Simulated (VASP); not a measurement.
Here is a VASP 6.6.1 calculation.

File INCAR:

```
PREC = Accurate
ENCUT = 520
EDIFF = 1E-6
ISMEAR = -1
SIGMA = 0.01
LREAL = False
LASPH = True
NELM = 60
ALGO = Normal
ISIF = 2
LWAVE = False
LCHARG = True
GGA = CA
LELF = True
LVHAR = True
NBANDS = 12
```

File KPOINTS:

```
regular mesh
0
Gamma
  13 13 13
```

POSCAR

```
Au
1.0
    0.0000000000      2.0229622709      2.0229622709
    2.0229622709      0.0000000000      2.0229622709
    2.0229622709      2.0229622709      0.0000000000
Au
1
Direct
    0.0000000000      0.0000000000      0.0000000000
```

Potentials or basis: VASP PAW LDA potentials, release 64 (Au).

Launch:

```sh
$ cat potpaw_LDA.64/Au/POTCAR > POTCAR
$ mpirun -np 1 vasp_std > vasp.out
```

(1) Estimate the pressure.

Results:

(1) 0.4 GPa.
